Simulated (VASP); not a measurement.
**V: single point with r2SCAN**

V:

```xyz
1
Lattice="-1.5035 1.5035 1.5035 1.5035 -1.5035 1.5035 1.5035 1.5035 -1.5035" Properties=species:S:1:pos:R:3 pbc="T T T"
V     0.0000    0.0000    0.0000
```

```
Program             : VASP 6.6.1
Task                : single point
Functional          : r2SCAN
Potentials or basis : VASP PAW PBE potentials, release 64 (V_sv)
Cutoff              : 520 eV
k mesh              : 16 × 16 × 16
Occupations         : fermi-dirac, width 0.1 eV
Spin                : no spin polarisation
```

| Property | Result |
| --- | --- |
| Pressure | -3.5 GPa |

Levels at points of the mesh, in eV from the Fermi level:
```csv
k point,band 5,band 6,band 7,band 8,band 9,band 10
"(0.00, 0.00, 0.00)",-7.06,0.46,0.46,0.46,2.62,2.62
"(0.50, 0.00, 0.00)",-3.32,-1.14,1.46,2.59,2.99,4.22
"(0.50, 0.50, 0.50)",-3.08,-3.08,3.82,3.82,3.82,10.53
```

Run time: 32 s on 1 thread of Intel(R) Xeon(R) 6975P-C (Granite Rapids) (shared host), peak memory 0.14 GiB.

Caveat: the PAW data sets were made with another functional, which shifts forces and pressure a little.
